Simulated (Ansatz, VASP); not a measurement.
Two plane-wave programs on C

```
C
1.0
     0.00000    1.63406    2.12428
     1.63406    0.00000    2.12428
     1.63406    1.63406    0.00000
C
2
Direct
  0.50000 0.50000 0.50000
  0.75000 0.75000 0.75000
```

Alike in both runs: task single point; functional PBE; k mesh 12 × 12 × 12; occupations gaussian, width 0.05 eV; no spin polarisation.

|  | VASP | Ansatz |
| --- | --- | --- |
| version | VASP 6.6.1 | Ansatz 0.2.0 |
| potentials or method | VASP PAW PBE potentials, release 64 (C), cutoff 520 eV | scalar-relativistic, plane waves, PAW |
| valence electrons in the cell | 8 | 8 |

|  | VASP | Ansatz | Ansatz less VASP |
| --- | --- | --- | --- |
| gap on the k mesh at the Fermi level (eV) | 0.85 | 0.86 | +0.010 |
| least direct gap on the mesh (eV) | 2.79 | 2.80 | +0.005 |
| pressure (GPa) | 5.7 | 5.1 | -0.54 |
| traceless stress, the component that is largest in VASP (GPa) | -199.87 | -199.91 | -0.037 |
